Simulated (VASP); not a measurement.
# Ta (Pm-3m) in VASP: single point with LDA

Aim: the single point of Ta with LDA.

All numbers are computed with VASP 6.6.1; they aren't measurements. Logs are shortened: lines on timing, memory, paths and dates and some standing lists are left out, and cuts for length are marked.

## (1) The cell of the first run

The structure is cubic, space group Pm-3m (No. 221). Conventional cell: a = 2.673 Å, b = 2.673 Å, c = 2.673 Å, α = 90.00°, β = 90.00°, γ = 90.00°. Within 3.5 Å of Ta (site symmetry m-3m) lie 6 Ta at 2.67 Å.

## (2) Single point, LDA

INCAR

```
ALGO = Normal ; EDIFF = 1E-7
ENCUT = 520 ; GGA = CA
ISIF = 2 ; ISMEAR = -1
LASPH = T ; LCHARG = F
LREAL = F ; LWAVE = F
NBANDS = 12 ; NELM = 100
PREC = Accurate ; SIGMA = 0.13605693000000002
```

KPOINTS

```
k-points
0
Gamma
  12 12 12
```

POSCAR

```
Ta
1.0
    2.6725616118      0.0000000000      0.0000000000
    0.0000000000      2.6725616118      0.0000000000
    0.0000000000      0.0000000000      2.6725616118
Ta
1
Direct
    0.0000000000      0.0000000000      0.0000000000
```

Potentials or basis: VASP PAW LDA potentials, release 64 (Ta_pv).

Command:

```
> cat potpaw_LDA.64/Ta_pv/POTCAR > POTCAR
> mpirun -np 1 vasp_std > vasp.out
```

OUTCAR:

```text
EDIFF = 1E-7
   ENCUT = 520
   GGA = CA
   ISIF = 2
   ISMEAR = -1
   LASPH = T
   LREAL = F
   NELM = 100
   PREC = Accurate

 ion  position               nearest neighbor table
   1  0.000  0.000  0.000-

  LATTYP: Found a simple cubic cell.
 ALAT       =     2.6725616118

  Lattice vectors:

 A1 = (   2.6725616118,   0.0000000000,   0.0000000000)
 A2 = (   0.0000000000,   2.6725616118,   0.0000000000)
 A3 = (   0.0000000000,   0.0000000000,   2.6725616118)

Analysis of symmetry for initial positions (statically):
=====================================================================
 Subroutine PRICEL returns:
 Original cell was already a primitive cell.

 Routine SETGRP: Setting up the symmetry group for a
 simple cubic supercell.

 Subroutine GETGRP returns: Found 48 space group operations
 (whereof 48 operations were pure point group operations)
 out of a pool of 48 trial point group operations.

The static configuration has the point symmetry O_h .

Analysis of symmetry for dynamics (positions and initial velocities):
=====================================================================
 Subroutine PRICEL returns:
 Original cell was already a primitive cell.

 Routine SETGRP: Setting up the symmetry group for a
 simple cubic supercell.

 Subroutine GETGRP returns: Found 48 space group operations
 (whereof 48 operations were pure point group operations)
 out of a pool of 48 trial point group operations.

The dynamic configuration has the point symmetry O_h .

 Subroutine INISYM returns: Found 48 space group operations
 (whereof 48 operations are pure point group operations),
 and found     1 'primitive' translations

----------------------------------------------------------------------------------------

                                     Primitive cell

  volume of cell :      19.0890

  direct lattice vectors                    reciprocal lattice vectors
     2.672561612  0.000000000  0.000000000     0.374172852  0.000000000  0.000000000
     0.000000000  2.672561612  0.000000000     0.000000000  0.374172852  0.000000000
     0.000000000  0.000000000  2.672561612     0.000000000  0.000000000  0.374172852

  length of vectors
     2.672561612  2.672561612  2.672561612     0.374172852  0.374172852  0.374172852

  position of ions in fractional coordinates (direct lattice)
     0.000000000  0.000000000  0.000000000

  ion indices of the primitive-cell ions
   primitive index   ion index
                 1           1

----------------------------------------------------------------------------------------

 KPOINTS: k-points

Automatic generation of k-mesh.
 Grid dimensions read from file:
 generate k-points for:   12   12   12

 Generating k-lattice:

  Cartesian coordinates                     Fractional coordinates (reciprocal lattice)
     0.031181071  0.000000000  0.000000000     0.083333333  0.000000000  0.000000000
     0.000000000  0.031181071  0.000000000     0.000000000  0.083333333  0.000000000
     0.000000000  0.000000000  0.031181071     0.000000000  0.000000000  0.083333333

  Length of vectors
     0.031181071  0.031181071  0.031181071

  Shift w.r.t. Gamma in fractional coordinates (k-lattice)
     0.000000000  0.000000000  0.000000000

 Subroutine IBZKPT returns following result:
 ===========================================

 Found     84 irreducible k-points:

 Following reciprocal coordinates:
            Coordinates               Weight
  0.000000  0.000000  0.000000      1.000000
  0.083333  0.000000  0.000000      6.000000
  0.166667  0.000000  0.000000      6.000000
  0.250000  0.000000  0.000000      6.000000
  0.333333  0.000000  0.000000      6.000000
  0.416667  0.000000  0.000000      6.000000
[... 16 lines left out ...]
  0.333333  0.333333  0.000000     12.000000
  0.416667  0.333333  0.000000     24.000000
 [... further k-points ...]
   k-points           NKPTS =     84   k-points in BZ     NKDIM =     84   number of bands    NBANDS=     12
   number of dos      NEDOS =    301   number of ions     NIONS =      1
   total plane-waves  NPLWV =   8000
   dimension x,y,z NGX =    20 NGY =   20 NGZ =   20
   dimension x,y,z NGXF=    40 NGYF=   40 NGZF=   40
   ions per type =               1
   NGX,Y,Z   is equivalent  to a cutoff of  12.44, 12.44, 12.44 a.u.
   NGXF,Y,Z  is equivalent  to a cutoff of  24.88, 24.88, 24.88 a.u.
 SYSTEM =  unknown system
   PREC   = accura    normal or accurate (medium, high low for compatibility)
   ISTART =      0    job   : 0-new  1-cont  2-samecut
   ICHARG =      2    charge: 1-file 2-atom 10-const
   ISPIN  =      1    spin polarized calculation?
   LNONCOLLINEAR =      F non collinear calculations
   LSORBIT =      F    spin-orbit coupling
   LASPH  =      T    aspherical Exc in radial PAW
   ENCUT  =  520.0 eV  38.22 Ry    6.18 a.u.   4.97  4.97  4.97*2*pi/ulx,y,z
   NELM   =    100;   NELMIN=  2; NELMDL= -5     # of ELM steps
   EDIFF  = 0.1E-06   stopping-criterion for ELM
   LREAL  =      F    real-space projection
   EDIFFG = 0.1E-05   stopping-criterion for IOM
   NSW    =      0    number of steps for IOM
   IBRION =     -1    ionic relax: 0-MD 1-quasi-New 2-CG
   NFREE  =      0    steps in history (QN), initial steepest desc. (CG)
   ISIF   =      2    stress and relaxation
   ISYM   =      2    0-nonsym 1-usesym 2-fastsym
   POTIM  = 0.5000    time-step for ionic-motion
   TEBEG  =    0.0;   TEEND  =   0.0 temperature during run
   PSTRESS=    0.0 pullay stress
   NELECT =      11.0000    total number of electrons
   NUPDOWN=      -1.0000    fix difference up-down
   EMIN   =  10.00;   EMAX   =-10.00  energy-range for DOS
   EFERMI =   0.00;   METHOD = LEGACY
   ISMEAR =    -1;   SIGMA  =   0.14  broadening in eV -4-tet -1-fermi 0-gaus
   EFERMI_NEDOS =   21; number of points for ismear=-14 and -15
   IALGO  =     38    algorithm
   IMIX   =      4    mixing-type and parameters
     AMIX     =   0.40;   BMIX     =  1.00
     AMIX_MAG =   1.60;   BMIX_MAG =  1.00
  volume/ion in A,a.u.               =      19.09       128.82
  Fermi-wavevector in a.u.,A,eV,Ry     =   1.362316  2.574405 25.251136  1.855906
  Thomas-Fermi vector in A             =   2.488817
   LORBIT       =      0    0 simple, 1 ext, 2 COOP (PROOUT), +10 PAW based schemes
   GGA     = CA    functional components
   LHFCALC =     F    Hartree Fock is set to
   AEXX    =    0.0000 exact exchange contribution
   IVDW    =     0    specifies the selected vdW correction
   LEPSILON=     F    determine dielectric tensor
   LRPA    =     F    only Hartree local field effects (RPA)
 non-spin polarized calculation
  energy-cutoff  :      520.00
  volume of cell :       19.09
 maximum number of plane-waves:       536
 NGX is ok and might be reduce to    20
   NGX =  9   NGY =  9   NGZ =  9

 number of electron      10.9999996 magnetization

 Free energy of the ion-electron system (eV)
  ---------------------------------------------------
  ext. energy  EPLUGINS =         0.00000000
  ---------------------------------------------------
  free energy    TOTEN  =       -11.73993372 eV

  energy without entropy =      -11.69167226  energy(sigma->0) =      -11.71580299

 E-fermi :   4.9745     XC(G=0): -12.3789

 val. band max:        4.9568166931   @ k =   0.5000   0.4167   0.1667
 cond. band min:       5.1504591792   @ k =   0.3333   0.2500   0.2500
 fundamental gap:      0.1936424860
 Fermi energy:         4.9745336069

 k-point     1 :       0.0000    0.0000    0.0000
  band No.  band energies     occupation
      1     -28.0393      2.00000
      2     -28.0393      2.00000
      3     -28.0393      2.00000
      4      -2.5093      2.00000
      5       2.0634      2.00000
      6       2.0634      2.00000
      7      11.5844      0.00000
      8      11.5844      0.00000
      9      11.5844      0.00000
     10      18.5311      0.00000
     11      20.2444      0.00000
     12      20.2444      0.00000

 k-point     2 :       0.0833    0.0000    0.0000
  band No.  band energies     occupation
      1     -28.1503      2.00000
      2     -28.0300      2.00000
      3     -28.0300      2.00000
      4      -2.2810      2.00000
      5       2.1254      2.00000
      6       2.3105      2.00000
      7      11.1533      0.00000
      8      11.1533      0.00000
      9      11.6138      0.00000
     10      18.5249      0.00000
     11      19.1328      0.00000
     12      20.7753      0.00000

 k-point     3 :       0.1667    0.0000    0.0000
  band No.  band energies     occupation
      1     -28.4453      2.00000
      2     -28.0046      2.00000
      3     -28.0046      2.00000
      4      -1.6694      2.00000
      5       2.3000      2.00000
      6       3.0211      2.00000
      7      10.1684      0.00000
      8      10.1684      0.00000
      9      11.6949      0.00000
     10      17.1859      0.00000
     11      18.5394      0.00000
     12      22.0362      0.00000

 k-point     4 :       0.2500    0.0000    0.0000
  band No.  band energies     occupation
      1     -28.8303      2.00000
      2     -27.9696      2.00000
      3     -27.9696      2.00000
      4      -0.8397      2.00000
      5       2.5521      2.00000
      6       4.0264      1.99812
      7       9.0933      0.00000
      8       9.0933      0.00000
      9      11.8080      0.00000
     10      15.6104      0.00000
     11      18.5372      0.00000
     12      22.3517      0.00000

 k-point     5 :       0.3333    0.0000    0.0000
  band No.  band energies     occupation
      1     -29.1969      2.00000
      2     -27.9344      2.00000
      3     -27.9344      2.00000
      4       0.0416      2.00000
      5       2.8223      2.00000
      6       4.8951      1.28392
      7       8.2007      0.00000
      8       8.2007      0.00000
      9      11.9239      0.00000
     10      14.9677      0.00000
     11      18.5371      0.00000
     12      20.7452      0.00000

 k-point     6 :       0.4167    0.0000    0.0000
  band No.  band energies     occupation
      1     -29.4548      2.00000
      2     -27.9085      2.00000
      3     -27.9085      2.00000
      4       0.7889      2.00000
      5       3.0334      2.00000
      6       5.2092      0.30261
      7       7.6240      0.00000
      8       7.6240      0.00000
      9      12.0105      0.00000
     10      15.4457      0.00000
     11      18.5376      0.00000
     12      19.7247      0.00000

 k-point     7 :       0.5000    0.0000    0.0000
  band No.  band energies     occupation
      1     -29.5471      2.00000
      2     -27.8990      2.00000
      3     -27.8990      2.00000
      4       1.1075      2.00000
      5       3.1139      2.00000
      6       5.1995      0.32121
      7       7.4257      0.00000
      8       7.4257      0.00000
      9      12.0427      0.00000
     10      16.0033      0.00000
     11      18.5386      0.00000
     12      19.3733      0.00000

 k-point     8 :       0.0833    0.0833    0.0000
  band No.  band energies     occupation
      1     -28.1474      2.00000
      2     -28.1339      2.00000
      3     -28.0208      2.00000
      4      -2.0516      2.00000
      5       2.2801      2.00000
      6       2.4635      2.00000
      7      10.6921      0.00000
      8      11.0791      0.00000
      9      11.3011      0.00000
     10      18.5246      0.00000
     11      19.4543      0.00000
     12      19.8529      0.00000
[... 166 lines left out ...]
 k-point    20 :       0.3333    0.2500    0.0000
  band No.  band energies     occupation
      1     -29.0995      2.00000
      2     -28.6936      2.00000
      3     -27.8676      2.00000
      4       1.3413      2.00000
      5       3.2215      1.99999
      6       5.8044      0.00448
      7       7.6290      0.00000
      8       8.5625      0.00000
      9       9.7060      0.00000
     10      16.4154      0.00000
     11      18.5202      0.00000
     12      19.3625      0.00000

 k-point    21 :       0.4167    0.2500    0.0000
  band No.  band energies     occupation
      1     -29.3510      2.00000
      2     -28.6608      2.00000
      3     -27.8423      2.00000
      4       1.9085      2.00000
      5       2.8585      2.00000
      6       5.7519      0.00658
      7       8.0244      0.00000
      8       8.9017      0.00000
      9       9.8211      0.00000
     10      15.8210      0.00000
     11      18.5292      0.00000
     12      20.5138      0.00000

 k-point    22 :       0.5000    0.2500    0.0000
  band No.  band energies     occupation
      1     -29.4413      2.00000
      2     -28.6486      2.00000
      3     -27.8331      2.00000
      4       2.2488      2.00000
      5       2.5739      2.00000
      6       5.7381      0.00728
      7       7.8349      0.00000
      8       9.4101      0.00000
      9       9.8685      0.00000
     10      15.7631      0.00000
     11      18.5305      0.00000
     12      21.6584      0.00000

 k-point    23 :       0.3333    0.3333    0.0000
  band No.  band energies     occupation
      1     -29.0660      2.00000
      2     -29.0310      2.00000
      3     -27.8338      2.00000
      4       1.5657      2.00000
      5       2.9155      2.00000
      6       7.4905      0.00000
      7       7.8075      0.00000
      8       8.6471      0.00000
      9       8.9752      0.00000
     10      16.2313      0.00000
     11      18.4863      0.00000
     12      18.9410      0.00000

 k-point    24 :       0.4167    0.3333    0.0000
  band No.  band energies     occupation
      1     -29.2983      2.00000
      2     -29.0112      2.00000
      3     -27.8089      2.00000
      4       1.4271      2.00000
      5       2.9714      2.00000
      6       7.7457      0.00000
      7       8.2393      0.00000
      8       8.9826      0.00000
      9       9.3338      0.00000
     10      15.6099      0.00000
     11      18.5160      0.00000
     12      19.6960      0.00000

 [... further k-points ...]
[... 5 lines left out ...]
  --------------------------------------------------------------------------------------
  -------------------------------------------------------------------------------------
  Total        0.3379525      0.3379525      0.3379525     -0.0000000      0.0000000      0.0000000
  in kB       28.3650180     28.3650180     28.3650180     -0.0000000      0.0000000      0.0000000
  external PRESSURE =      28.3650180 kB  Pullay stress =       0.0000000 kB

 VOLUME and BASIS-vectors are now :
 -----------------------------------------------------------------------------
  energy-cutoff  :      520.00
  volume of cell :       19.09
      direct lattice vectors                 reciprocal lattice vectors
     2.672561612  0.000000000  0.000000000     0.374172852  0.000000000  0.000000000
     0.000000000  2.672561612  0.000000000     0.000000000  0.374172852  0.000000000
     0.000000000  0.000000000  2.672561612     0.000000000  0.000000000  0.374172852

 POSITION                                       TOTAL-FORCE (eV/Angst)
 -----------------------------------------------------------------------------------
      0.00000      0.00000      0.00000         0.000000      0.000000      0.000000
 -----------------------------------------------------------------------------------
    total drift:                                0.000000      0.000000      0.000000

  FREE ENERGIE OF THE ION-ELECTRON SYSTEM (eV)
  ---------------------------------------------------
  free  energy   TOTEN  =       -11.7399337151 eV

  energy  without entropy=      -11.6916722589  energy(sigma->0) =      -11.71580299
```

It took 9.5 s on 1 thread of Intel Xeon 6975P-C, shared host; peak memory 0.13 GiB.

Results:

```yaml
Free_energy: -11.7399 eV
Pressure: 2.8 GPa
```

Levels at points of the mesh, in eV from the Fermi level:
```
           k point  band 4  band 5  band 6  band 7  band 8  band 9
(0.00, 0.00, 0.00)   -7.48   -2.91   -2.91    6.61    6.61    6.61
(0.50, 0.00, 0.00)   -3.87   -1.86    0.22    2.45    2.45    7.07
(0.50, 0.50, 0.00)   -4.44   -1.47    3.32    3.32    5.69    5.69
(0.50, 0.50, 0.50)   -2.67   -2.67   -2.67    7.66    9.83    9.83
```

Caveat: spin-orbit coupling is left out, which moves the levels of the heavy elements.
